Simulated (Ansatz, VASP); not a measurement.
# One calculation of SiO2, two programs

```xyz
6
Lattice="4.2359 0.0000 0.0000 0.0000 4.2359 0.0000 0.0000 0.0000 2.6906" Properties=species:S:1:pos:R:3 pbc="T T T"
Si    0.0000    0.0000    1.3453
Si    2.1180    2.1180    0.0000
O     1.3003    1.3003    1.3453
O     0.8177    3.4182    0.0000
O     2.9356    2.9356    1.3453
O     3.4182    0.8177    0.0000
```

Alike in both runs: functional PBE; k mesh 6 × 6 × 8; occupations gaussian, width 0.02 eV; no spin polarisation.

Ansatz relaxed the structure, and its values are those at the end. VASP's run is a single point on that final structure, the one shown.

|  | VASP | Ansatz |
| --- | --- | --- |
| version | VASP 6.6.1 | Ansatz 0.2.0 |
| potentials or method | VASP PAW PBE potentials, release 64 (Si, O), cutoff 520 eV | scalar-relativistic, plane waves, PAW |
| valence electrons in the cell | 32 | 32 |

|  | VASP | Ansatz | Ansatz less VASP |
| --- | --- | --- | --- |
| gap on the k mesh at the Fermi level (eV) | 5.02 | 5.04 | +0.015 |
| least direct gap on the mesh (eV) | 5.02 | 5.04 | +0.015 |
| pressure (GPa) | 0.1 | 0.0 | -0.13 |
| rms of the force components (eV/Å) | 0.007 | 0.001 | -0.0063 |

The functional is the same, so the differences come from potentials, cutoffs and numerics.
